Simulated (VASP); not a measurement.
# Ga (Cmce) in VASP: single point with r2SCAN

Aim: the single point of Ga with r2SCAN.

Everything below comes from runs of VASP 6.6.1. Logs are shortened: lines on timing, memory, paths and dates and some standing lists are left out, and cuts for length are marked.

### 1 The cell of the first run

Symmetry: Cmce, No. 64, orthorhombic system. Conventional cell: a = 4.479 Å, b = 7.594 Å, c = 4.518 Å, α = 90.00°, β = 90.00°, γ = 90.00°. Ga (site symmetry m) has 7 Ga at 2.49 to 2.76 Å within 3.3 Å.

### 2 Single point, r2SCAN

The input, POSCAR:

```
Ga
1.0
    2.2393310198     -3.7969541309      0.0000000000
    2.2393310198      3.7969541309      0.0000000000
    0.0000000000      0.0000000000      4.5181202711
Ga
4
Direct
    0.6559900204      0.3440099796      0.4151322106
    0.8440099796      0.1559900204      0.9151322106
    0.3440099796      0.6559900204      0.5848677894
    0.1559900204      0.8440099796      0.0848677894
```

The input, INCAR.step1:

```
SYSTEM = Ga
PREC = Accurate
ENCUT = 520
ISMEAR = 0
SIGMA = 0.1
LREAL = .FALSE.
LASPH = .TRUE.
NELM = 60
NBANDS = 34
GGA = PE
ALGO = Normal
EDIFF = 1E-4
LWAVE = .TRUE.
LCHARG = .FALSE.
```

The input, INCAR.step2:

```
SYSTEM = Ga
PREC = Accurate
ENCUT = 520
EDIFF = 1E-6
ISMEAR = 0
SIGMA = 0.1
LREAL = .FALSE.
LASPH = .TRUE.
NELM = 60
ALGO = Normal
ISIF = 2
LWAVE = .FALSE.
LCHARG = .FALSE.
METAGGA = R2SCAN
LMIXTAU = .TRUE.
NBANDS = 34
ISTART = 1
```

The input, KPOINTS:

```
Automatic mesh
0
G
  12 12 10
  0 0 0
```

Potentials or basis: VASP PAW PBE potentials, release 64 (Ga_d).

Command:

```
$ cat potpaw_PBE.64/Ga_d/POTCAR > POTCAR
$ cp INCAR.step1 INCAR
$ mpirun -np 1 vasp_std > vasp.out
$ cp INCAR.step2 INCAR
$ mpirun -np 1 vasp_std > vasp.out
```

OUTCAR:

```text
SYSTEM = Ga
   PREC = Accurate
   ENCUT = 520
   EDIFF = 1E-6
   ISMEAR = 0
   LREAL = .FALSE.
   LASPH = .TRUE.
   NELM = 60
   ISIF = 2
   METAGGA = R2SCAN
   ISTART = 1

 ion  position               nearest neighbor table
   1  0.656  0.344  0.415-   3 2.49   2 2.67   2 2.67   4 2.69   4 2.69   3 2.76   3 2.76
   2  0.844  0.156  0.915-   4 2.49   1 2.67   1 2.67   3 2.69   3 2.69   4 2.76   4 2.76
   3  0.344  0.656  0.585-   1 2.49   4 2.67   4 2.67   2 2.69   2 2.69   1 2.76   1 2.76
   4  0.156  0.844  0.085-   2 2.49   3 2.67   3 2.67   1 2.69   1 2.69   2 2.76   2 2.76

  LATTYP: Found a base centered orthorhombic cell.
 ALAT       =     4.4786620396
 B/A-ratio  =     1.6955751951
 C/A-ratio  =     1.0088102722

  Lattice vectors:

 A1 = (   2.2393310198,  -3.7969541309,   0.0000000000)
 A2 = (   2.2393310198,   3.7969541309,   0.0000000000)
 A3 = (   0.0000000000,   0.0000000000,   4.5181202711)

Analysis of symmetry for initial positions (statically):
=====================================================================
 Subroutine PRICEL returns:
 Original cell was already a primitive cell.

 Routine SETGRP: Setting up the symmetry group for a
 base centered orthorhombic supercell.

 Subroutine GETGRP returns: Found  8 space group operations
 (whereof  4 operations were pure point group operations)
 out of a pool of  8 trial point group operations.

The static configuration has the point symmetry C_2h.
 The point group associated with its full space group is D_2h.

Analysis of symmetry for dynamics (positions and initial velocities):
=====================================================================
 Subroutine PRICEL returns:
 Original cell was already a primitive cell.

 Routine SETGRP: Setting up the symmetry group for a
 base centered orthorhombic supercell.

 Subroutine GETGRP returns: Found  8 space group operations
 (whereof  4 operations were pure point group operations)
 out of a pool of  8 trial point group operations.

The dynamic configuration has the point symmetry C_2h.
 The point group associated with its full space group is D_2h.

 Subroutine INISYM returns: Found  8 space group operations
 (whereof  4 operations are pure point group operations),
 and found     1 'primitive' translations

----------------------------------------------------------------------------------------

                                     Primitive cell

  volume of cell :      76.8319

  direct lattice vectors                    reciprocal lattice vectors
     2.239331020 -3.796954131  0.000000000     0.223280969 -0.131684498  0.000000000
     2.239331020  3.796954131  0.000000000     0.223280969  0.131684498  0.000000000
     0.000000000  0.000000000  4.518120271     0.000000000  0.000000000  0.221330983

  length of vectors
     4.408113439  4.408113439  4.518120271     0.259220366  0.259220366  0.221330983

  position of ions in fractional coordinates (direct lattice)
     0.655990020  0.344009980  0.415132211
     0.844009980  0.155990020  0.915132211
     0.344009980  0.655990020  0.584867789
     0.155990020  0.844009980  0.084867789

  ion indices of the primitive-cell ions
   primitive index   ion index
                 1           1
                 2           2
                 3           3
                 4           4

----------------------------------------------------------------------------------------

 KPOINTS: Automatic mesh

Automatic generation of k-mesh.
 Grid dimensions read from file:
 generate k-points for:   12   12   10

 Generating k-lattice:

  Cartesian coordinates                     Fractional coordinates (reciprocal lattice)
     0.018606747 -0.010973708  0.000000000     0.083333333  0.000000000  0.000000000
     0.018606747  0.010973708  0.000000000     0.000000000  0.083333333  0.000000000
     0.000000000  0.000000000  0.022133098     0.000000000  0.000000000  0.100000000

  Length of vectors
     0.021601697  0.021601697  0.022133098

  Shift w.r.t. Gamma in fractional coordinates (k-lattice)
     0.000000000  0.000000000  0.000000000

 Subroutine IBZKPT returns following result:
 ===========================================

 Found    258 irreducible k-points:

 Following reciprocal coordinates:
            Coordinates               Weight
  0.000000  0.000000  0.000000      1.000000
  0.083333 -0.000000  0.000000      4.000000
  0.166667  0.000000  0.000000      4.000000
  0.250000 -0.000000  0.000000      4.000000
  0.333333 -0.000000  0.000000      4.000000
  0.416667 -0.000000  0.000000      4.000000
[... 16 lines left out ...]
  0.500000  0.166667  0.000000      4.000000
 -0.416667  0.166667  0.000000      4.000000
 [... further k-points ...]
   k-points           NKPTS =    258   k-points in BZ     NKDIM =    258   number of bands    NBANDS=     34
   number of dos      NEDOS =    301   number of ions     NIONS =      4
   total plane-waves  NPLWV =  46656
   dimension x,y,z NGX =    36 NGY =   36 NGZ =   36
   dimension x,y,z NGXF=    72 NGYF=   72 NGZF=   72
   ions per type =               4
   NGX,Y,Z   is equivalent  to a cutoff of  13.58, 13.58, 13.25 a.u.
   NGXF,Y,Z  is equivalent  to a cutoff of  27.15, 27.15, 26.49 a.u.
 SYSTEM =  Ga
   PREC   = accura    normal or accurate (medium, high low for compatibility)
   ISTART =      1    job   : 0-new  1-cont  2-samecut
   ICHARG =      0    charge: 1-file 2-atom 10-const
   ISPIN  =      1    spin polarized calculation?
   LNONCOLLINEAR =      F non collinear calculations
   LSORBIT =      F    spin-orbit coupling
   LASPH  =      T    aspherical Exc in radial PAW
   ENCUT  =  520.0 eV  38.22 Ry    6.18 a.u.   8.20  8.20  8.40*2*pi/ulx,y,z
   NELM   =     60;   NELMIN=  2; NELMDL=  0     # of ELM steps
   EDIFF  = 0.1E-05   stopping-criterion for ELM
   LREAL  =      F    real-space projection
   EDIFFG = 0.1E-04   stopping-criterion for IOM
   NSW    =      0    number of steps for IOM
   IBRION =     -1    ionic relax: 0-MD 1-quasi-New 2-CG
   NFREE  =      0    steps in history (QN), initial steepest desc. (CG)
   ISIF   =      2    stress and relaxation
   ISYM   =      2    0-nonsym 1-usesym 2-fastsym
   POTIM  = 0.5000    time-step for ionic-motion
   TEBEG  =    0.0;   TEEND  =   0.0 temperature during run
   PSTRESS=    0.0 pullay stress
   NELECT =      52.0000    total number of electrons
   NUPDOWN=      -1.0000    fix difference up-down
   EMIN   =  10.00;   EMAX   =-10.00  energy-range for DOS
   EFERMI =   0.00;   METHOD = LEGACY
   ISMEAR =     0;   SIGMA  =   0.10  broadening in eV -4-tet -1-fermi 0-gaus
   EFERMI_NEDOS =   21; number of points for ismear=-14 and -15
   IALGO  =     38    algorithm
   IMIX   =      4    mixing-type and parameters
     AMIX     =   0.40;   BMIX     =  1.00
     AMIX_MAG =   1.60;   BMIX_MAG =  1.00
  volume/ion in A,a.u.               =      19.21       129.62
  Fermi-wavevector in a.u.,A,eV,Ry     =   1.437349  2.716195 28.109245  2.065971
  Thomas-Fermi vector in A             =   2.556436
   LORBIT       =      0    0 simple, 1 ext, 2 COOP (PROOUT), +10 PAW based schemes
   METAGGA = R2SCAN    functional components
   LHFCALC =     F    Hartree Fock is set to
   AEXX    =    0.0000 exact exchange contribution
   IVDW    =     0    specifies the selected vdW correction
   LEPSILON=     F    determine dielectric tensor
   LRPA    =     F    only Hartree local field effects (RPA)
 non-spin polarized calculation
 Gauss-broadening in eV      SIGMA  =   0.10
  energy-cutoff  :      520.00
  volume of cell :       76.83
 maximum number of plane-waves:      2087
 NGX is ok and might be reduce to    36
   NGX = 17   NGY = 17   NGZ = 17

 number of electron      52.0000018 magnetization

 Free energy of the ion-electron system (eV)
  ---------------------------------------------------
  ext. energy  EPLUGINS =         0.00000000
  ---------------------------------------------------
  free energy    TOTEN  =       -45.77586010 eV

  energy without entropy =      -45.77291263  energy(sigma->0) =      -45.77438637

 E-fermi :   5.0383     XC(G=0): -11.7618

 val. band max:        5.0157720291   @ k =   0.3333   0.3333   0.0000
 cond. band min:       5.0462945063   @ k =  -0.2500   0.2500   0.4000
 fundamental gap:      0.0305224773
 Fermi energy:         5.0383261627

 k-point     1 :       0.0000    0.0000    0.0000
  band No.  band energies     occupation
      1     -10.6179      2.00000
      2     -10.6072      2.00000
      3     -10.5681      2.00000
      4     -10.5544      2.00000
      5     -10.5367      2.00000
      6     -10.5138      2.00000
[... 26 lines left out ...]
     33      12.3148      0.00000
     34      12.9148      0.00000

 k-point     2 :       0.0833   -0.0000    0.0000
  band No.  band energies     occupation
      1     -10.6198      2.00000
      2     -10.6039      2.00000
      3     -10.5705      2.00000
      4     -10.5573      2.00000
      5     -10.5305      2.00000
      6     -10.5119      2.00000
[... 26 lines left out ...]
     33      12.5449      0.00000
     34      12.8811      0.00000

 k-point     3 :       0.1667    0.0000    0.0000
  band No.  band energies     occupation
      1     -10.6227      2.00000
      2     -10.5946      2.00000
      3     -10.5781      2.00000
      4     -10.5642      2.00000
      5     -10.5193      2.00000
      6     -10.5018      2.00000
[... 26 lines left out ...]
     33      11.9879      0.00000
     34      12.9444      0.00000
[... 704 lines left out ...]
 k-point    23 :       0.5000    0.1667    0.0000
  band No.  band energies     occupation
      1     -10.6358      2.00000
      2     -10.6282      2.00000
      3     -10.5688      2.00000
      4     -10.5422      2.00000
      5     -10.5375      2.00000
      6     -10.4830      2.00000
[... 26 lines left out ...]
     33      12.7854      0.00000
     34      14.5333      0.00000

 k-point    24 :      -0.4167    0.1667    0.0000
  band No.  band energies     occupation
      1     -10.6326      2.00000
      2     -10.6273      2.00000
      3     -10.5600      2.00000
      4     -10.5514      2.00000
      5     -10.5407      2.00000
      6     -10.4893      2.00000
[... 26 lines left out ...]
     33      12.9195      0.00000
     34      13.8408      0.00000

 [... further k-points ...]

------------------------ aborting loop because EDIFF is reached ----------------------------------------

  FORCE on cell =-STRESS in cart. coord.  units (eV):
  Direction    XX          YY          ZZ          XY          YZ          ZX
  --------------------------------------------------------------------------------------
  -------------------------------------------------------------------------------------
  Total        0.0724267      0.0737508      0.0231578      0.0000000      0.0000000      0.0000000
  in kB        1.5103171      1.5379270      0.4829101      0.0000000      0.0000000      0.0000000
  external PRESSURE =       1.1770514 kB  Pullay stress =       0.0000000 kB

 VOLUME and BASIS-vectors are now :
 -----------------------------------------------------------------------------
  energy-cutoff  :      520.00
  volume of cell :       76.83
      direct lattice vectors                 reciprocal lattice vectors
     2.239331020 -3.796954131  0.000000000     0.223280969 -0.131684498  0.000000000
     2.239331020  3.796954131  0.000000000     0.223280969  0.131684498  0.000000000
     0.000000000  0.000000000  4.518120271     0.000000000  0.000000000  0.221330983

 POSITION                                       TOTAL-FORCE (eV/Angst)
 -----------------------------------------------------------------------------------
      2.23933     -1.18457      1.87562         0.000000      0.006699     -0.004435
      2.23933     -2.61238      4.13468         0.000000     -0.006699     -0.004435
      2.23933      1.18457      2.64250         0.000000     -0.006699      0.004435
      2.23933      2.61238      0.38344         0.000000      0.006699      0.004435
 -----------------------------------------------------------------------------------
    total drift:                                0.000000      0.000000      0.000000

  FREE ENERGIE OF THE ION-ELECTRON SYSTEM (eV)
  ---------------------------------------------------
  free  energy   TOTEN  =       -45.7758601028 eV

  energy  without entropy=      -45.7729126319  energy(sigma->0) =      -45.77438637
```

Wall time 63 min (1 thread of Oxide Virtual Turin-like, shared host); peak memory 0.53 GiB.

Results:

| Quantity | Value |
| --- | --- |
| Free energy | -45.7759 eV |
| Pressure | 0.1 GPa |
| Largest force | 0.008 eV/Å |
| Band gap on the k mesh | zero (bands 26 and 27 overlap by 1.33 eV) |

Forces on the atoms (eV/Å):
```
Ga   0.000  0.007 -0.004
Ga   0.000 -0.007 -0.004
Ga   0.000 -0.007  0.004
Ga   0.000  0.007  0.004
```

Stress tensor (GPa, compression positive):
```
0.15 0.00 0.00
0.00 0.15 0.00
0.00 0.00 0.05
```

Caveat: the PAW data sets were made with another functional, which shifts forces and pressure a little.

The gap in the log of VASP goes by the Fermi energy; the results here count the filled bands.